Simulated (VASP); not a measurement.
# Te2Pt (P-3m1) in VASP: further runs

The runs below take Te2Pt through single point, relaxation of shape and atoms at fixed volume, with PBE+D3(BJ).

Everything below comes from runs of VASP 6.6.1. Logs are shortened: lines on timing, memory, paths and dates and some standing lists are left out, and cuts for length are marked.

## (1) The cell of the first run

The structure is trigonal, space group P-3m1 (No. 164). Conventional cell: a = 4.052 Å, b = 4.052 Å, c = 5.094 Å, α = 90.00°, β = 90.00°, γ = 120.00°. Within 3.6 Å of Te (site symmetry 3m) lie 3 Pt at 2.71 Å and 6 Te at 3.33 to 3.59 Å. Pt (site symmetry -3m) has 6 Te at 2.71 Å within 3.6 Å.

## (2) Single point, PBE+D3(BJ)

Input file INCAR:

```
ALGO = Normal ; EDIFF = 1E-6
ENCUT = 500 ; GGA = PE
GGA_COMPAT = False ; ISIF = 2
ISMEAR = 0 ; IVDW = 12
LASPH = True ; LCHARG = False
LREAL = False ; LWAVE = False
NBANDS = 18 ; NELM = 120
PREC = Accurate ; SIGMA = 0.1
```

Input file KPOINTS:

```
k-points
0
Gamma
  12 12 8
```

Input file POSCAR:

```
Te2Pt
1.0
    4.0520213436      0.0000000000      0.0000000000
   -2.0260106718      3.5091534202      0.0000000000
    0.0000000000      0.0000000000      5.0939376480
Te Pt
2 1
Direct
    0.3333333333      0.6666666667      0.2671490265
    0.6666666667      0.3333333333      0.7328509735
    0.0000000000      0.0000000000      0.0000000000
```

Potentials or basis: VASP PAW PBE potentials, release 64 (Te, Pt).

On the command line:

```bash
$ cat potpaw_PBE.64/Te/POTCAR potpaw_PBE.64/Pt/POTCAR > POTCAR
$ mpirun -np 1 vasp_std > vasp.out
```

OUTCAR:

```text
EDIFF = 1E-6
   ENCUT = 500
   GGA = PE
   ISIF = 2
   ISMEAR = 0
   IVDW = 12
   LASPH = True
   LREAL = False
   NELM = 120
   PREC = Accurate
 IVDW          = 12

 ion  position               nearest neighbor table
   1  0.333  0.667  0.267-   3 2.71   3 2.71   3 2.71   2 3.33   2 3.33   2 3.33   2 3.59   2 3.59
                             2 3.59
   2  0.667  0.333  0.733-   3 2.71   3 2.71   3 2.71   1 3.33   1 3.33   1 3.33   1 3.59   1 3.59
                             1 3.59
   3  0.000  0.000  0.000-   1 2.71   2 2.71   1 2.71   2 2.71   2 2.71   1 2.71

  LATTYP: Found a hexagonal cell.
 ALAT       =     4.0520213436
 C/A-ratio  =     1.2571349497

  Lattice vectors:

 A1 = (   4.0520213436,   0.0000000000,   0.0000000000)
 A2 = (  -2.0260106718,   3.5091534202,   0.0000000000)
 A3 = (   0.0000000000,   0.0000000000,   5.0939376480)

Analysis of symmetry for initial positions (statically):
=====================================================================
 Subroutine PRICEL returns:
 Original cell was already a primitive cell.

 Routine SETGRP: Setting up the symmetry group for a
 hexagonal supercell.

 Subroutine GETGRP returns: Found 12 space group operations
 (whereof 12 operations were pure point group operations)
 out of a pool of 24 trial point group operations.

The static configuration has the point symmetry D_3d.

Analysis of symmetry for dynamics (positions and initial velocities):
=====================================================================
 Subroutine PRICEL returns:
 Original cell was already a primitive cell.

 Routine SETGRP: Setting up the symmetry group for a
 hexagonal supercell.

 Subroutine GETGRP returns: Found 12 space group operations
 (whereof 12 operations were pure point group operations)
 out of a pool of 24 trial point group operations.

The dynamic configuration has the point symmetry D_3d.

 Subroutine INISYM returns: Found 12 space group operations
 (whereof 12 operations are pure point group operations),
 and found     1 'primitive' translations

----------------------------------------------------------------------------------------

                                     Primitive cell

  volume of cell :      72.4315

  direct lattice vectors                    reciprocal lattice vectors
     4.052021344  0.000000000  0.000000000     0.246790408  0.142484508  0.000000000
    -2.026010672  3.509153420  0.000000000     0.000000000  0.284969017  0.000000000
     0.000000000  0.000000000  5.093937648     0.000000000  0.000000000  0.196311787

  length of vectors
     4.052021344  4.052021344  5.093937648     0.284969017  0.284969017  0.196311787

  position of ions in fractional coordinates (direct lattice)
     0.333333333  0.666666667  0.267149027
     0.666666667  0.333333333  0.732850973
     0.000000000  0.000000000  0.000000000

  ion indices of the primitive-cell ions
   primitive index   ion index
                 1           1
                 2           2
                 3           3

----------------------------------------------------------------------------------------

 KPOINTS: k-points

Automatic generation of k-mesh.
 Grid dimensions read from file:
 generate k-points for:   12   12    8

 Generating k-lattice:

  Cartesian coordinates                     Fractional coordinates (reciprocal lattice)
     0.020565867  0.011873709  0.000000000     0.083333333  0.000000000  0.000000000
     0.000000000  0.023747418  0.000000000     0.000000000  0.083333333  0.000000000
     0.000000000  0.000000000  0.024538973     0.000000000  0.000000000  0.125000000

  Length of vectors
     0.023747418  0.023747418  0.024538973

  Shift w.r.t. Gamma in fractional coordinates (k-lattice)
     0.000000000  0.000000000  0.000000000

 Subroutine IBZKPT returns following result:
 ===========================================

 Found    131 irreducible k-points:

 Following reciprocal coordinates:
            Coordinates               Weight
  0.000000  0.000000  0.000000      1.000000
  0.083333  0.000000  0.000000      6.000000
  0.166667  0.000000  0.000000      6.000000
  0.250000  0.000000  0.000000      6.000000
  0.333333  0.000000  0.000000      6.000000
  0.416667  0.000000  0.000000      6.000000
[... 16 lines left out ...]
  0.166667  0.000000  0.125000      6.000000
  0.000000  0.166667  0.125000      6.000000
 [... further k-points ...]
   k-points           NKPTS =    131   k-points in BZ     NKDIM =    131   number of bands    NBANDS=     18
   number of dos      NEDOS =    301   number of ions     NIONS =      3
   total plane-waves  NPLWV =  36000
   dimension x,y,z NGX =    30 NGY =   30 NGZ =   40
   dimension x,y,z NGXF=    60 NGYF=   60 NGZF=   80
   ions per type =               2   1
   NGX,Y,Z   is equivalent  to a cutoff of  12.31, 12.31, 13.05 a.u.
   NGXF,Y,Z  is equivalent  to a cutoff of  24.62, 24.62, 26.11 a.u.
 SYSTEM =  unknown system
   PREC   = accura    normal or accurate (medium, high low for compatibility)
   ISTART =      0    job   : 0-new  1-cont  2-samecut
   ICHARG =      2    charge: 1-file 2-atom 10-const
   ISPIN  =      1    spin polarized calculation?
   LNONCOLLINEAR =      F non collinear calculations
   LSORBIT =      F    spin-orbit coupling
   LASPH  =      T    aspherical Exc in radial PAW
   ENCUT  =  500.0 eV  36.75 Ry    6.06 a.u.   7.39  7.39  9.29*2*pi/ulx,y,z
   NELM   =    120;   NELMIN=  2; NELMDL= -5     # of ELM steps
   EDIFF  = 0.1E-05   stopping-criterion for ELM
   LREAL  =      F    real-space projection
   EDIFFG = 0.1E-04   stopping-criterion for IOM
   NSW    =      0    number of steps for IOM
   IBRION =     -1    ionic relax: 0-MD 1-quasi-New 2-CG
   NFREE  =      0    steps in history (QN), initial steepest desc. (CG)
   ISIF   =      2    stress and relaxation
   ISYM   =      2    0-nonsym 1-usesym 2-fastsym
   POTIM  = 0.5000    time-step for ionic-motion
   TEBEG  =    0.0;   TEEND  =   0.0 temperature during run
   PSTRESS=    0.0 pullay stress
   NELECT =      22.0000    total number of electrons
   NUPDOWN=      -1.0000    fix difference up-down
   EMIN   =  10.00;   EMAX   =-10.00  energy-range for DOS
   EFERMI =   0.00;   METHOD = LEGACY
   ISMEAR =     0;   SIGMA  =   0.10  broadening in eV -4-tet -1-fermi 0-gaus
   EFERMI_NEDOS =   21; number of points for ismear=-14 and -15
   IALGO  =     38    algorithm
   IMIX   =      4    mixing-type and parameters
     AMIX     =   0.40;   BMIX     =  1.00
     AMIX_MAG =   1.60;   BMIX_MAG =  1.00
  volume/ion in A,a.u.               =      24.14       162.93
  Fermi-wavevector in a.u.,A,eV,Ry     =   1.100457  2.079563 16.476738  1.211006
  Thomas-Fermi vector in A             =   2.236869
   LORBIT       =      0    0 simple, 1 ext, 2 COOP (PROOUT), +10 PAW based schemes
   GGA     = PE    functional components
   LHFCALC =     F    Hartree Fock is set to
   AEXX    =    0.0000 exact exchange contribution
   IVDW    =    12    specifies the selected vdW correction
   LEPSILON=     F    determine dielectric tensor
   LRPA    =     F    only Hartree local field effects (RPA)
 non-spin polarized calculation
 Gauss-broadening in eV      SIGMA  =   0.10
  energy-cutoff  :      500.00
  volume of cell :       72.43
 maximum number of plane-waves:      1860
 NGX is ok and might be reduce to    30
   NGX = 15   NGY = 15   NGZ = 19

 number of electron      21.9999996 magnetization

 Free energy of the ion-electron system (eV)
  ---------------------------------------------------
  ext. energy  EPLUGINS =         0.00000000
  ---------------------------------------------------
  free energy    TOTEN  =       -13.51973662 eV

  energy without entropy =      -13.51280617  energy(sigma->0) =      -13.51627139

 E-fermi :   8.8423     XC(G=0): -10.6210

 val. band max:        8.8389389556   @ k =   0.1667   0.1667   0.0000
 cond. band min:       8.8461245853   @ k =   0.0833   0.0833   0.3750
 fundamental gap:      0.0071856297
 Fermi energy:         8.8422821230

 k-point     1 :       0.0000    0.0000    0.0000
  band No.  band energies     occupation
      1      -5.2366      2.00000
      2      -1.6247      2.00000
      3       2.1058      2.00000
      4       3.2038      2.00000
      5       3.2038      2.00000
      6       5.1609      2.00000
[... 10 lines left out ...]
     17      14.7899      0.00000
     18      18.2433      0.00000

 k-point     2 :       0.0833    0.0000    0.0000
  band No.  band energies     occupation
      1      -5.1621      2.00000
      2      -1.6747      2.00000
      3       2.1934      2.00000
      4       3.2443      2.00000
      5       3.2734      2.00000
      6       5.0991      2.00000
[... 10 lines left out ...]
     17      14.9416      0.00000
     18      17.2036      0.00000

 k-point     3 :       0.1667    0.0000    0.0000
  band No.  band energies     occupation
      1      -4.9433      2.00000
      2      -1.8150      2.00000
      3       2.4476      2.00000
      4       3.3598      2.00000
      5       3.4619      2.00000
      6       4.8448      2.00000
[... 10 lines left out ...]
     17      15.2726      0.00000
     18      16.2173      0.00000

 k-point     4 :       0.2500    0.0000    0.0000
  band No.  band energies     occupation
      1      -4.5959      2.00000
      2      -2.0257      2.00000
      3       2.8361      2.00000
      4       3.5297      2.00000
      5       3.6313      2.00000
      6       4.3112      2.00000
[... 375 lines left out ...]
      4       3.2344      2.00000
      5       3.3694      2.00000
      6       5.0629      2.00000
[... 10 lines left out ...]
     17      15.2106      0.00000
     18      16.6080      0.00000

 k-point    23 :       0.1667    0.0000    0.1250
  band No.  band energies     occupation
      1      -4.8629      2.00000
      2      -2.0466      2.00000
      3       2.6020      2.00000
      4       3.4282      2.00000
      5       3.5480      2.00000
      6       4.9198      2.00000
[... 10 lines left out ...]
     17      15.1582      0.00000
     18      15.6197      0.00000

 k-point    24 :       0.0000    0.1667    0.1250
  band No.  band energies     occupation
      1      -4.8696      2.00000
      2      -2.0083      2.00000
      3       2.4762      2.00000
      4       3.3181      2.00000
      5       3.7004      2.00000
      6       4.6838      2.00000
[... 10 lines left out ...]
     17      15.9453      0.00000
     18      16.1796      0.00000

 [... further k-points ...]

------------------------ aborting loop because EDIFF is reached ----------------------------------------

 Edisp (eV)   -1.69810

 E8    (eV) :    -0.7794

  FORCE on cell =-STRESS in cart. coord.  units (eV):
  Direction    XX          YY          ZZ          XY          YZ          ZX
  --------------------------------------------------------------------------------------
  -------------------------------------------------------------------------------------
  Total      -0.09477    -0.09477    -0.09618     0.00000     0.00000     0.00000
  in kB      -2.09629    -2.09629    -2.12756     0.00000     0.00000     0.00000
  external pressure =       -2.11 kB  Pullay stress =        0.00 kB

 VOLUME and BASIS-vectors are now :
 -----------------------------------------------------------------------------
  energy-cutoff  :      500.00
  volume of cell :       72.43
      direct lattice vectors                 reciprocal lattice vectors
     4.052021344  0.000000000  0.000000000     0.246790408  0.142484508  0.000000000
    -2.026010672  3.509153420  0.000000000     0.000000000  0.284969017  0.000000000
     0.000000000  0.000000000  5.093937648     0.000000000  0.000000000  0.196311787

 POSITION                                       TOTAL-FORCE (eV/Angst)
 -----------------------------------------------------------------------------------
     -0.00000      2.33944      1.36084        -0.000000     -0.000000     -0.010252
      2.02601      1.16972      3.73310         0.000000      0.000000      0.010252
      0.00000      0.00000      0.00000        -0.000000      0.000000      0.000000
 -----------------------------------------------------------------------------------
    total drift:                                0.000000     -0.000000      0.000000

  FREE ENERGIE OF THE ION-ELECTRON SYSTEM (eV)
  ---------------------------------------------------
  free  energy   TOTEN  =       -15.2178355884 eV

  energy  without entropy=      -15.2109051477  energy(sigma->0) =      -15.21437037
```

It took 2 min on 1 thread of Intel Xeon Platinum 8488C (Sapphire Rapids), shared host; peak memory 0.31 GiB.

Results:

* Free energy: -15.2178 eV
* Pressure: -0.2 GPa
* Largest force: 0.010 eV/Å
* Band gap on the k mesh: zero (band 11 reaches 9.87 eV, above the bottom of band 12 at 8.63 eV)
* Dispersion energy per atom: -0.566 eV

Forces on the atoms (eV/Å):
```
Te   0.000  0.000 -0.010
Te   0.000  0.000  0.010
Pt   0.000  0.000  0.000
```

Levels at points of the mesh, in eV from the Fermi level:
| k point | band 9 | band 10 | band 11 | band 12 | band 13 | band 14 |
| --- | --- | --- | --- | --- | --- | --- |
| (0.00, 0.00, 0.00) | -0.47 | -0.47 | 0.78 | 0.78 | 1.61 | 2.61 |
| (0.50, 0.00, 0.00) | -3.33 | -3.23 | -2.86 | 0.09 | 2.67 | 3.98 |
| (0.00, 0.00, 0.50) | -1.36 | -1.34 | -1.34 | 2.25 | 2.25 | 4.24 |
| (0.50, 0.00, 0.50) | -3.17 | -2.24 | -0.66 | 0.23 | 1.37 | 4.45 |

Caveat: spin-orbit coupling is left out, which moves the levels of the heavy elements; pairwise dispersion overbinds metals, which lowers pressure and volume.

(Continued in part 2 of 3.)
